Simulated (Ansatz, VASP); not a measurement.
One calculation of CdS, two programs

INCAR

```
PREC = Accurate ; ENCUT = 520
EDIFF = 1E-6 ; ISMEAR = -1
SIGMA = 0.05 ; LREAL = False
LASPH = True ; NELM = 80
ALGO = Normal ; ISIF = 2
LWAVE = False ; LCHARG = True
GGA = RP ; IVDW = 13
LELF = True ; LVHAR = True
NBANDS = 26
```

File KPOINTS:

```
regular mesh
0
Gamma
  7 7 4
```

The input POSCAR:

```
CdS
1.0
    4.1500000000      0.0000000000      0.0000000000
   -2.0750000000      3.5940054257      0.0000000000
    0.0000000000      0.0000000000      6.7370000000
Cd S
2 2
Direct
    0.6666666667      0.3333333333      0.5000000000
    0.3333333333      0.6666666667      0.0000000000
    0.6666666667      0.3333333333      0.8750000000
    0.3333333333      0.6666666667      0.3750000000
```

input.yaml

```yaml
crystal:
  lattice:
    - [4.15, 0.0, 0.0]
    - [-2.075, 3.5940054257, 0.0]
    - [0.0, 0.0, 6.737]
  atoms:
    - { symbol: Cd, position: [0.6666666667, 0.3333333333, 0.5] }
    - { symbol: Cd, position: [0.3333333333, 0.6666666667, 0.0] }
    - { symbol: S, position: [0.6666666667, 0.3333333333, 0.875] }
    - { symbol: S, position: [0.3333333333, 0.6666666667, 0.375] }
hamiltonian:
  xc: rpbe
  pseudopotentials: { kind: paw }
  dispersion: d4
kpoints:
  mp_grid: { grid: [7, 7, 4] }
scf:
  occupations: { method: fermi_dirac, width: 0.05 }
output:
  forces: true
  stress: true
  eigenvalues: true
```

Alike in both runs: task single point; functional RPBE; dispersion D4; k mesh 7 × 7 × 4; occupations fermi-dirac, width 0.05 eV; no spin polarisation.

|  | VASP | Ansatz |
| --- | --- | --- |
| version | VASP 6.6.1 | Ansatz 0.2.0 |
| potentials or method | VASP PAW PBE potentials, release 64 (Cd, S) | Ansatz PAW |
| plane-wave cutoff (eV) | 520 | 420 |
| valence electrons in the cell | 36 | 52 |

Ansatz gave:

| Quantity | Value |
| --- | --- |
| gap on the k mesh at the Fermi level (eV) | 1.38 |
| least direct gap on the mesh (eV) | 1.38 |
| pressure (GPa) | -0.1 |
| traceless stress, the component that is largest in VASP (GPa) | 0.36 |
| rms of the force components (eV/Å) | 0.044 |

**Question.** Which values does VASP return?

**Answer.** gap on the k mesh at the Fermi level (eV): 1.38; least direct gap on the mesh (eV): 1.38; pressure (GPa): 0.3; traceless stress, the component that is largest in VASP (GPa): 0.37; rms of the force components (eV/Å): 0.044.

VASP's potentials were made for PBE, not for RPBE. Atom by atom the forces differ by 0.001 eV/Å (rms over components). VASP's potentials hold 36 valence electrons a cell and Ansatz's 52, so a difference there can come from the potentials and not from the codes.

Noted on Ansatz's run: odd divisions of the mesh miss points on the zone boundary, where band edges often lie, so the gap on the mesh can be too wide.
